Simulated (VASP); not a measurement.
Crystal: Cu.

```
Cu
1.0
     0.00000    3.70171    3.70171
     3.70171    0.00000    3.70171
     3.70171    3.70171    0.00000
Cu
8
Cartesian
  6.5385 6.5385 6.5385
  4.5666 4.5666 6.5385
  4.5666 6.5385 4.5666
  6.5385 4.5666 4.5666
  4.6877 4.6877 2.7157
  2.7157 2.7157 2.7157
  4.6877 2.7157 4.6877
  2.7157 4.6877 4.6877
```

The cell was built from a structure type or drawn by symmetry, and may not be a known phase.

* Program: VASP 6.6.1
* Task: relaxation of cell and atoms
* Functional: PBE
* Potentials or basis: VASP PAW PBE potentials, release 64 (Cu)
* Cutoff: 600 eV
* k mesh: 4 × 4 × 4
* Occupations: gaussian, width 0.1 eV
* Spin: no spin polarisation

At the start: pressure -2.5 GPa; volume 12.68 Å³/atom.

Q: How do energy, volume and symmetry change on relaxing?

A: Over 4 steps the energy falls by 73.9 meV/atom and the volume is 12.07 Å³/atom (-4.8 %); space group Fd-3m (No. 227, to 0.1 Å) before, Fm-3m (No. 225, to 0.1 Å).

Step by step:
```
step  energy change (eV)  largest force (eV/Å)  pressure (GPa)  volume (Å³)
   1              0.0000                1.2531           -2.48       101.45
   2             -0.4783                0.5507           -2.20        98.59
   3             -0.5858                0.1289            0.26        96.11
   4             -0.5914                0.0059            0.13        96.55
```

Final structure:
```
Cu
1.0
     0.00000    3.64122    3.64122
     3.64122    0.00000    3.64122
     3.64122    3.64122    0.00000
Cu
8
Direct
  0.87503 0.87503 0.87503
  0.87503 0.87503 0.37492
  0.87503 0.37492 0.87503
  0.37492 0.87503 0.87503
  0.37497 0.37497 0.87508
  0.37497 0.37497 0.37497
  0.37497 0.87508 0.37497
  0.87508 0.37497 0.37497
```

Caveat: the k points lie up to 0.37 Å⁻¹ apart in the final cell, too coarse for converged energies and pressures of a metal.
